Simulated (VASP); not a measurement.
# TiO2 (P4_2/mnm) in VASP: a series of runs, part 2 of 2

VASP 6.6.1. Earlier steps stand in the parts before.

### Step 3. Relaxation of cell and atoms, LDA

Contents of INCAR:

```
SYSTEM = TiO2
ALGO = Normal ; EDIFF = 1E-6
EDIFFG = -0.002 ; ENCUT = 600
IBRION = 2 ; ISIF = 3
ISMEAR = -1 ; LASPH = .True.
LCHARG = .False. ; LREAL = .False.
LWAVE = .False. ; NELM = 100
NSW = 100 ; PREC = Accurate
SIGMA = 0.05
```

Contents of KPOINTS:

```
k-points
0
Gamma
  6 6 10
  0 0 0
```

Contents of POSCAR:

```
TiO2
1.0
    4.5922000000      0.0000000000      0.0000000000
    0.0000000000      4.5922000000      0.0000000000
    0.0000000000      0.0000000000      2.9574000000
Ti O
2 4
Direct
    0.0000000000      0.0000000000      0.0000000000
    0.5000000000      0.5000000000      0.5000000000
    0.3049600000      0.3049600000      0.0000000000
    0.1950400000      0.8049600000      0.5000000000
    0.6950400000      0.6950400000      0.0000000000
    0.8049600000      0.1950400000      0.5000000000
```

Potentials or basis: VASP PAW LDA potentials, release 64 (Ti_sv, O).

Run with:

```bash
$ cat potpaw_LDA.64/Ti_sv/POTCAR potpaw_LDA.64/O/POTCAR > POTCAR
$ mpirun -np 1 vasp_std > vasp.out
```

OUTCAR:

```text
SYSTEM = TiO2
   EDIFF = 1E-6
   EDIFFG = -0.002
   ENCUT = 600
   IBRION = 2
   ISIF = 3
   ISMEAR = -1
   LASPH = .True.
   LREAL = .False.
   NELM = 100
   NSW = 100
   PREC = Accurate

 ion  position               nearest neighbor table
   1  0.000  0.000  0.000-   4 1.95   6 1.95   4 1.95   6 1.95   5 1.98   3 1.98
   2  0.500  0.500  0.500-   3 1.95   5 1.95   3 1.95   5 1.95   4 1.98   6 1.98
   3  0.305  0.305  0.000-   2 1.95   2 1.95   1 1.98
   4  0.195  0.805  0.500-   1 1.95   1 1.95   2 1.98
   5  0.695  0.695  0.000-   2 1.95   2 1.95   1 1.98
   6  0.805  0.195  0.500-   1 1.95   1 1.95   2 1.98

  LATTYP: Found a simple tetragonal cell.
 ALAT       =     4.5922000000
 C/A-ratio  =     0.6440050520

  Lattice vectors:

 A1 = (   4.5922000000,   0.0000000000,   0.0000000000)
 A2 = (   0.0000000000,   4.5922000000,   0.0000000000)
 A3 = (   0.0000000000,   0.0000000000,   2.9574000000)

Analysis of symmetry for initial positions (statically):
=====================================================================
 Subroutine PRICEL returns:
 Original cell was already a primitive cell.

 Routine SETGRP: Setting up the symmetry group for a
 simple tetragonal supercell.

 Subroutine GETGRP returns: Found 16 space group operations
 (whereof  8 operations were pure point group operations)
 out of a pool of 16 trial point group operations.

The static configuration has the point symmetry D_2h.
 The point group associated with its full space group is D_4h.

Analysis of symmetry for dynamics (positions and initial velocities):
=====================================================================
 Subroutine PRICEL returns:
 Original cell was already a primitive cell.

[... 146 lines left out ...]
   LRPA    =     F    only Hartree local field effects (RPA)
 conjugate gradient relaxation of ions
 non-spin polarized calculation
  energy-cutoff  :      600.00
  volume of cell :       62.37
 maximum number of plane-waves:      2102
 NGX is ok and might be reduce to    40
   NGX = 19   NGY = 19   NGZ = 11

--------------------------------------- Ionic step        1  -------------------------------------------

 number of electron      47.9999988 magnetization

 Free energy of the ion-electron system (eV)
  ---------------------------------------------------
  ext. energy  EPLUGINS =         0.00000000
  ---------------------------------------------------
  free energy    TOTEN  =       -58.75162212 eV

  energy without entropy =      -58.75162212  energy(sigma->0) =      -58.75162212

------------------------ aborting loop because EDIFF is reached ----------------------------------------

  FORCE on cell =-STRESS in cart. coord.  units (eV):
  Direction    XX          YY          ZZ          XY          YZ          ZX
  --------------------------------------------------------------------------------------
  -------------------------------------------------------------------------------------
  Total       -2.3965885     -2.3965885     -3.4488568     -0.0000000      0.0000000      0.0000000
  in kB      -61.5676251    -61.5676251    -88.6000748     -0.0000000      0.0000000      0.0000000
  external PRESSURE =     -70.5784416 kB  Pullay stress =       0.0000000 kB
[... 101 lines left out ...]
  FREE ENERGIE OF THE ION-ELECTRON SYSTEM (eV)
  ---------------------------------------------------
  free  energy   TOTEN  =       -58.7918394839 eV

  energy  without entropy=      -58.7918394835  energy(sigma->0) =      -58.79183948

[... ionic steps 4 to 7 ...]

--------------------------------------- Ionic step        8  -------------------------------------------

 number of electron      48.0000001 magnetization

------------------------ aborting loop because EDIFF is reached ----------------------------------------
[... 75 lines left out ...]
--------------------------------------- Ionic step       10  -------------------------------------------

 number of electron      48.0000001 magnetization

 Free energy of the ion-electron system (eV)
  ---------------------------------------------------
  ext. energy  EPLUGINS =         0.00000000
  ---------------------------------------------------
  free energy    TOTEN  =       -58.79401528 eV

  energy without entropy =      -58.79401528  energy(sigma->0) =      -58.79401528

 E-fermi :   5.7737     XC(G=0): -12.1556

 val. band max:        4.8871510168   @ k =   0.0000   0.0000   0.0000
 cond. band min:       6.7036857682   @ k =   0.0000   0.0000   0.0000
 fundamental gap:      1.8165347514
 Fermi energy:         5.7736624340

 k-point     1 :       0.0000    0.0000    0.0000
  band No.  band energies     occupation
      1     -51.2072      2.00000
      2     -51.1854      2.00000
      3     -27.9500      2.00000
      4     -27.9500      2.00000
      5     -27.7568      2.00000
      6     -27.7568      2.00000
[... 733 lines left out ...]
     27       8.0682      0.00000
     28       8.0682      0.00000

 [... further k-points ...]
[... 5 lines left out ...]
  --------------------------------------------------------------------------------------
  -------------------------------------------------------------------------------------
  Total        0.0097526      0.0097526      0.0098066      0.0000000      0.0000000      0.0000000
  in kB        0.2581061      0.2581061      0.2595365      0.0000000      0.0000000      0.0000000
  external PRESSURE =       0.2585829 kB  Pullay stress =       0.0000000 kB
[... 21 lines left out ...]
  FREE ENERGIE OF THE ION-ELECTRON SYSTEM (eV)
  ---------------------------------------------------
  free  energy   TOTEN  =       -58.7940152800 eV

  energy  without entropy=      -58.7940152793  energy(sigma->0) =      -58.79401528

 reached required accuracy - stopping structural energy minimisation
```

OSZICAR:

```text
N       E                     dE             d eps       ncg     rms          rms(c)
DAV:   1     0.710906240935E+03    0.71091E+03   -0.27225E+04  3360   0.222E+03
DAV:   2     0.560521674781E+02   -0.65485E+03   -0.63554E+03  3568   0.615E+02
DAV:   3    -0.700304588902E+02   -0.12608E+03   -0.12114E+03  5280   0.224E+02
[... 79 lines left out ...]
DAV:   5    -0.587940153780E+02   -0.21617E-06   -0.53755E-07  1752   0.866E-03
   9 F= -.58794015E+02 E0= -.58794015E+02  d E =-.505744E-05
       N       E                     dE             d eps       ncg     rms          rms(c)
DAV:   1    -0.587940185411E+02   -0.33792E-05   -0.11250E-04  4176   0.125E-01    0.165E-02
DAV:   2    -0.587940156757E+02    0.28654E-05   -0.11495E-05  3824   0.369E-02    0.609E-03
DAV:   3    -0.587940152800E+02    0.39574E-06   -0.47462E-06  3192   0.141E-02
  10 F= -.58794015E+02 E0= -.58794015E+02  d E =-.495941E-05
```

It took 12 min on 1 thread of Intel Xeon 8259CL, shared host; peak memory 0.25 GiB.

Results:

| Property | Result |
| --- | --- |
| Free energy | -58.7940 eV |
| Relaxed volume | 10.09 Å³/atom |
| Relaxed cell | a = 4.552 Å, b = 4.552 Å, c = 2.922 Å, α = 90.00°, β = 90.00°, γ = 90.00° |
| Space group after relaxing (to 0.1 Å) | P4_2/mnm (No. 136) |
| Energy gained by relaxing | 7.1 meV/atom |
| Ionic steps | 10 |
| Pressure after relaxing | 0.0 GPa |
| Band gap on the k mesh | 1.82 eV |

The path:
```
step  energy change (eV)  largest force (eV/Å)  pressure (GPa)  volume (Å³)
   1              0.0000                0.0015           -7.06        62.37
   2              0.0417                0.3951           11.32        58.32
   3             -0.0402                0.1495           -0.08        60.66
   4             -0.0402                0.1527            0.01        60.62
   5             -0.0424                0.0155            0.03        60.53
   6             -0.0424                0.0011            0.07        60.52
   7             -0.0424                0.0022            0.09        60.52
   8             -0.0424                0.0021           -0.09        60.57
   9             -0.0424                0.0002           -0.04        60.54
  10             -0.0424                0.0009            0.03        60.54
```

Final structure:
```cif
data_structure
_symmetry_space_group_name_H-M 'P 1'
_symmetry_Int_Tables_number 1
_cell_length_a 4.5519
_cell_length_b 4.5519
_cell_length_c 2.9217
_cell_angle_alpha 90.000
_cell_angle_beta 90.000
_cell_angle_gamma 90.000
_cell_volume 60.54
loop_
_atom_site_label
_atom_site_type_symbol
_atom_site_fract_x
_atom_site_fract_y
_atom_site_fract_z
_atom_site_occupancy
Ti1 Ti 0.00000 0.00000 0.00000 1
Ti2 Ti 0.50000 0.50000 0.50000 1
O1 O 0.30385 0.30385 0.00000 1
O2 O 0.19615 0.80385 0.50000 1
O3 O 0.69615 0.69615 0.00000 1
O4 O 0.80385 0.19615 0.50000 1
```

Levels at points of the mesh, in eV from the valence-band top:
```
           k point  band 20  band 21  band 22  band 23  band 24  band 25  band 26  band 27  band 28
(0.00, 0.00, 0.00)    -2.02    -0.70    -0.48    -0.48     0.00     1.82     2.10     2.40     2.52
(0.50, 0.00, 0.00)    -3.18    -1.70    -1.70    -0.79    -0.79     2.53     2.53     3.09     3.09
(0.50, 0.50, 0.00)    -2.35    -1.32    -1.32    -1.11    -1.11     1.86     1.86     2.54     2.54
(0.00, 0.00, 0.50)    -2.85    -2.57    -2.57    -1.47    -1.47     3.04     3.04     3.27     3.27
(0.50, 0.00, 0.50)    -2.45    -2.15    -2.15    -1.10    -1.10     1.86     1.86     3.29     3.29
(0.50, 0.50, 0.50)    -2.82    -1.39    -1.39    -0.68    -0.68     2.61     2.61     3.23     3.23
```

A k mesh can miss the band edges. LDA usually gives volumes a few per cent too small.
